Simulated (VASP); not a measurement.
# K2Ge (P4/mmm) in VASP: single point with PBE

Aim: the single point of K2Ge with PBE.

All numbers are computed with VASP 6.6.1; they aren't measurements. Logs are shortened: lines on timing, memory, paths and dates and some standing lists are left out, and cuts for length are marked.

### 1 The cell of the first run

Symmetry: P4/mmm, No. 123, tetragonal system. Conventional cell: a = 5.332 Å, b = 5.332 Å, c = 6.162 Å, α = 90.00°, β = 90.00°, γ = 90.00°. Within 5.0 Å of K (site symmetry 4/mmm) lie 4 K at 3.77 Å and 8 Ge at 4.87 Å. Within 4.1 Å of K (site symmetry 4/mmm) lie 2 Ge at 3.08 Å and 4 K at 3.77 Å. Ge (site symmetry 4/mmm) has 2 K at 3.08 Å within 4.1 Å.

The cell was generated, and may not be a known phase.

### 2 Single point, PBE

The input, INCAR:

```
SYSTEM = K2Ge
  PREC = Accurate
  ENCUT = 620
  EDIFF = 1E-6
  ISMEAR = 0
  SIGMA = 0.1
  LREAL = .FALSE.
  LASPH = .TRUE.
  NELM = 300
  ALGO = All
  ISIF = 2
  LWAVE = .FALSE.
  LCHARG = .FALSE.
  GGA = PE
  NBANDS = 23
  GGA_COMPAT = .FALSE.
  ISEARCH = 1
  KPAR = 4
```

The input, KPOINTS:

```
Automatic mesh
0
G
  10 10 8
  0 0 0
```

The input, POSCAR:

```
K2Ge
1.0
    5.3324646649      0.0000000000      0.0000000000
    0.0000000000      5.3324646649      0.0000000000
    0.0000000000      0.0000000000      6.1617541009
K Ge
2 1
Direct
    0.5000000000      0.5000000000      0.5000000000
    0.0000000000      0.0000000000      0.5000000000
    0.0000000000      0.0000000000      0.0000000000
```

Potentials or basis: VASP PAW PBE potentials, release 64 (K_sv, Ge_d).

Command:

```sh
> cat potpaw_PBE.64/K_sv/POTCAR potpaw_PBE.64/Ge_d/POTCAR > POTCAR
> mpirun -np 4 vasp_std > vasp.out
```

OUTCAR:

```text
SYSTEM = K2Ge
   PREC = Accurate
   ENCUT = 620
   EDIFF = 1E-6
   ISMEAR = 0
   LREAL = .FALSE.
   LASPH = .TRUE.
   NELM = 300
   ISIF = 2
   GGA = PE

 ion  position               nearest neighbor table
   1  0.500  0.500  0.500-   2 3.77   2 3.77   2 3.77   2 3.77
   2  0.000  0.000  0.500-   3 3.08   3 3.08   1 3.77   1 3.77   1 3.77   1 3.77
   3  0.000  0.000  0.000-   2 3.08   2 3.08

  LATTYP: Found a simple tetragonal cell.
 ALAT       =     5.3324646649
 C/A-ratio  =     1.1555170991

  Lattice vectors:

 A1 = (   5.3324646649,   0.0000000000,   0.0000000000)
 A2 = (   0.0000000000,   5.3324646649,   0.0000000000)
 A3 = (   0.0000000000,   0.0000000000,   6.1617541009)

Analysis of symmetry for initial positions (statically):
=====================================================================
 Subroutine PRICEL returns:
 Original cell was already a primitive cell.

 Routine SETGRP: Setting up the symmetry group for a
 simple tetragonal supercell.

 Subroutine GETGRP returns: Found 16 space group operations
 (whereof 16 operations were pure point group operations)
 out of a pool of 16 trial point group operations.

The static configuration has the point symmetry D_4h.

Analysis of symmetry for dynamics (positions and initial velocities):
=====================================================================
 Subroutine PRICEL returns:
 Original cell was already a primitive cell.

 Routine SETGRP: Setting up the symmetry group for a
 simple tetragonal supercell.

 Subroutine GETGRP returns: Found 16 space group operations
 (whereof 16 operations were pure point group operations)
 out of a pool of 16 trial point group operations.

The dynamic configuration has the point symmetry D_4h.

 Subroutine INISYM returns: Found 16 space group operations
 (whereof 16 operations are pure point group operations),
 and found     1 'primitive' translations

----------------------------------------------------------------------------------------

                                     Primitive cell

  volume of cell :     175.2106

  direct lattice vectors                    reciprocal lattice vectors
     5.332464665  0.000000000  0.000000000     0.187530544  0.000000000  0.000000000
     0.000000000  5.332464665  0.000000000     0.000000000  0.187530544  0.000000000
     0.000000000  0.000000000  6.161754101     0.000000000  0.000000000  0.162291449

  length of vectors
     5.332464665  5.332464665  6.161754101     0.187530544  0.187530544  0.162291449

  position of ions in fractional coordinates (direct lattice)
     0.500000000  0.500000000  0.500000000
     0.000000000  0.000000000  0.500000000
     0.000000000  0.000000000  0.000000000

  ion indices of the primitive-cell ions
   primitive index   ion index
                 1           1
                 2           2
                 3           3

----------------------------------------------------------------------------------------

 KPOINTS: Automatic mesh

Automatic generation of k-mesh.
 Grid dimensions read from file:
 generate k-points for:   10   10    8

 Generating k-lattice:

  Cartesian coordinates                     Fractional coordinates (reciprocal lattice)
     0.018753054  0.000000000  0.000000000     0.100000000  0.000000000  0.000000000
     0.000000000  0.018753054  0.000000000     0.000000000  0.100000000  0.000000000
     0.000000000  0.000000000  0.020286431     0.000000000  0.000000000  0.125000000

  Length of vectors
     0.018753054  0.018753054  0.020286431

  Shift w.r.t. Gamma in fractional coordinates (k-lattice)
     0.000000000  0.000000000  0.000000000

 Subroutine IBZKPT returns following result:
 ===========================================

 Found    105 irreducible k-points:

 Following reciprocal coordinates:
            Coordinates               Weight
  0.000000  0.000000  0.000000      1.000000
  0.100000  0.000000  0.000000      4.000000
  0.200000  0.000000  0.000000      4.000000
  0.300000  0.000000  0.000000      4.000000
  0.400000  0.000000  0.000000      4.000000
  0.500000  0.000000  0.000000      2.000000
[... 16 lines left out ...]
  0.100000  0.000000  0.125000      8.000000
  0.200000  0.000000  0.125000      8.000000
 [... further k-points ...]
   k-points           NKPTS =    105   k-points in BZ     NKDIM =    105   number of bands    NBANDS=     23
   number of dos      NEDOS =    301   number of ions     NIONS =      3
   total plane-waves  NPLWV = 115200
   dimension x,y,z NGX =    48 NGY =   48 NGZ =   50
   dimension x,y,z NGXF=    96 NGYF=   96 NGZF=  100
   ions per type =               2   1
   NGX,Y,Z   is equivalent  to a cutoff of  14.96, 14.96, 13.49 a.u.
   NGXF,Y,Z  is equivalent  to a cutoff of  29.93, 29.93, 26.98 a.u.
 SYSTEM =  K2Ge
   PREC   = accura    normal or accurate (medium, high low for compatibility)
   ISTART =      0    job   : 0-new  1-cont  2-samecut
   ICHARG =      2    charge: 1-file 2-atom 10-const
   ISPIN  =      1    spin polarized calculation?
   LNONCOLLINEAR =      F non collinear calculations
   LSORBIT =      F    spin-orbit coupling
   LASPH  =      T    aspherical Exc in radial PAW
   ENCUT  =  620.0 eV  45.57 Ry    6.75 a.u.  10.83 10.83 12.51*2*pi/ulx,y,z
   NELM   =    300;   NELMIN=  2; NELMDL= -5     # of ELM steps
   EDIFF  = 0.1E-05   stopping-criterion for ELM
   LREAL  =      F    real-space projection
   EDIFFG = 0.1E-04   stopping-criterion for IOM
   NSW    =      0    number of steps for IOM
   IBRION =     -1    ionic relax: 0-MD 1-quasi-New 2-CG
   NFREE  =      0    steps in history (QN), initial steepest desc. (CG)
   ISIF   =      2    stress and relaxation
   ISYM   =      2    0-nonsym 1-usesym 2-fastsym
   POTIM  = 0.5000    time-step for ionic-motion
   TEBEG  =    0.0;   TEEND  =   0.0 temperature during run
   PSTRESS=    0.0 pullay stress
   NELECT =      32.0000    total number of electrons
   NUPDOWN=      -1.0000    fix difference up-down
   EMIN   =  10.00;   EMAX   =-10.00  energy-range for DOS
   EFERMI =   0.00;   METHOD = LEGACY
   ISMEAR =     0;   SIGMA  =   0.10  broadening in eV -4-tet -1-fermi 0-gaus
   EFERMI_NEDOS =   21; number of points for ismear=-14 and -15
   IALGO  =     58    algorithm
   IMIX   =      4    mixing-type and parameters
     AMIX     =   0.40;   BMIX     =  1.00
     AMIX_MAG =   1.60;   BMIX_MAG =  1.00
  volume/ion in A,a.u.               =      58.40       394.13
  Fermi-wavevector in a.u.,A,eV,Ry     =   0.928834  1.755242 11.738186  0.862732
  Thomas-Fermi vector in A             =   2.055052
   LORBIT       =      0    0 simple, 1 ext, 2 COOP (PROOUT), +10 PAW based schemes
   GGA     = PE    functional components
   LHFCALC =     F    Hartree Fock is set to
   AEXX    =    0.0000 exact exchange contribution
   IVDW    =     0    specifies the selected vdW correction
   LEPSILON=     F    determine dielectric tensor
   LRPA    =     F    only Hartree local field effects (RPA)
 non-spin polarized calculation
 Gauss-broadening in eV      SIGMA  =   0.10
  energy-cutoff  :      620.00
  volume of cell :      175.21
 maximum number of plane-waves:      6181
 NGX is ok and might be reduce to    48
   NGX = 21   NGY = 21   NGZ = 25

 number of electron      31.9999997 magnetization

 Free energy of the ion-electron system (eV)
  ---------------------------------------------------
  ext. energy  EPLUGINS =         0.00000000
  ---------------------------------------------------
  free energy    TOTEN  =        -4.31303346 eV

  energy without entropy =       -4.29646277  energy(sigma->0) =       -4.30474811

 E-fermi :  -0.1915     XC(G=0):  -6.1666

 val. band max:       -0.1992376303   @ k =   0.0000   0.0000   0.0000
 cond. band min:      -0.1839272655   @ k =   0.1000   0.0000   0.0000
 fundamental gap:      0.0153103649
 Fermi energy:        -0.1914979216

 k-point     1 :       0.0000    0.0000    0.0000
  band No.  band energies     occupation
      1     -32.5920      2.00000
      2     -31.6764      2.00000
      3     -24.6877      2.00000
      4     -24.6870      2.00000
      5     -24.6366      2.00000
      6     -24.6366      2.00000
[... 15 lines left out ...]
     22       3.6934      0.00000
     23       3.6934      0.00000

 k-point     2 :       0.1000    0.0000    0.0000
  band No.  band energies     occupation
      1     -32.5919      2.00000
      2     -31.6764      2.00000
      3     -24.6877      2.00000
      4     -24.6869      2.00000
      5     -24.6366      2.00000
      6     -24.6366      2.00000
[... 15 lines left out ...]
     22       3.5657      0.00000
     23       3.7334      0.00000

 k-point     3 :       0.2000    0.0000    0.0000
  band No.  band energies     occupation
      1     -32.5918      2.00000
      2     -31.6765      2.00000
      3     -24.6877      2.00000
      4     -24.6869      2.00000
      5     -24.6366      2.00000
      6     -24.6366      2.00000
[... 15 lines left out ...]
     22       3.4134      0.00000
     23       3.8522      0.00000

 k-point     4 :       0.3000    0.0000    0.0000
  band No.  band energies     occupation
      1     -32.5916      2.00000
      2     -31.6766      2.00000
      3     -24.6877      2.00000
      4     -24.6869      2.00000
      5     -24.6367      2.00000
      6     -24.6366      2.00000
[... 15 lines left out ...]
     22       3.5317      0.00000
     23       4.0472      0.00000

 k-point     5 :       0.4000    0.0000    0.0000
  band No.  band energies     occupation
      1     -32.5914      2.00000
      2     -31.6767      2.00000
      3     -24.6877      2.00000
      4     -24.6869      2.00000
      5     -24.6367      2.00000
      6     -24.6366      2.00000
[... 434 lines left out ...]
 k-point    22 :       0.0000    0.0000    0.1250
  band No.  band energies     occupation
      1     -32.5920      2.00000
      2     -31.6764      2.00000
      3     -24.6877      2.00000
      4     -24.6869      2.00000
      5     -24.6366      2.00000
      6     -24.6366      2.00000
[... 15 lines left out ...]
     22       3.7757      0.00000
     23       3.7758      0.00000

 k-point    23 :       0.1000    0.0000    0.1250
  band No.  band energies     occupation
      1     -32.5919      2.00000
      2     -31.6764      2.00000
      3     -24.6877      2.00000
      4     -24.6869      2.00000
      5     -24.6366      2.00000
      6     -24.6366      2.00000
[... 15 lines left out ...]
     22       3.6403      0.00000
     23       3.8137      0.00000

 k-point    24 :       0.2000    0.0000    0.1250
  band No.  band energies     occupation
      1     -32.5918      2.00000
      2     -31.6765      2.00000
      3     -24.6877      2.00000
      4     -24.6869      2.00000
      5     -24.6367      2.00000
      6     -24.6366      2.00000
[... 15 lines left out ...]
     22       3.4143      0.00000
     23       3.9240      0.00000

 [... further k-points ...]

------------------------ aborting loop because EDIFF is reached ----------------------------------------

  FORCE on cell =-STRESS in cart. coord.  units (eV):
  Direction    XX          YY          ZZ          XY          YZ          ZX
  --------------------------------------------------------------------------------------
  -------------------------------------------------------------------------------------
  Total       -0.0257702     -0.0257702     -0.0078242      0.0000000      0.0000000      0.0000000
  in kB       -0.2356501     -0.2356501     -0.0715468      0.0000000      0.0000000      0.0000000
  external PRESSURE =      -0.1809490 kB  Pullay stress =       0.0000000 kB

 VOLUME and BASIS-vectors are now :
 -----------------------------------------------------------------------------
  energy-cutoff  :      620.00
  volume of cell :      175.21
      direct lattice vectors                 reciprocal lattice vectors
     5.332464665  0.000000000  0.000000000     0.187530544  0.000000000  0.000000000
     0.000000000  5.332464665  0.000000000     0.000000000  0.187530544  0.000000000
     0.000000000  0.000000000  6.161754101     0.000000000  0.000000000  0.162291449

 POSITION                                       TOTAL-FORCE (eV/Angst)
 -----------------------------------------------------------------------------------
      2.66623      2.66623      3.08088         0.000000      0.000000      0.000000
      0.00000      0.00000      3.08088         0.000000      0.000000      0.000000
      0.00000      0.00000      0.00000         0.000000      0.000000      0.000000
 -----------------------------------------------------------------------------------
    total drift:                                0.000000     -0.000000     -0.000000

  FREE ENERGIE OF THE ION-ELECTRON SYSTEM (eV)
  ---------------------------------------------------
  free  energy   TOTEN  =        -4.3130334606 eV

  energy  without entropy=       -4.2964596164  energy(sigma->0) =       -4.30474654
```

It took 74 s on 4 MPI ranks of Intel Xeon 6975P-C (Granite Rapids), shared host; peak memory 1.1 GiB.

Results:

```
Free energy            : -4.3130 eV
Pressure               : 0.0 GPa
Band gap on the k mesh : zero (bands 16 and 17 overlap by 0.92 eV)
```
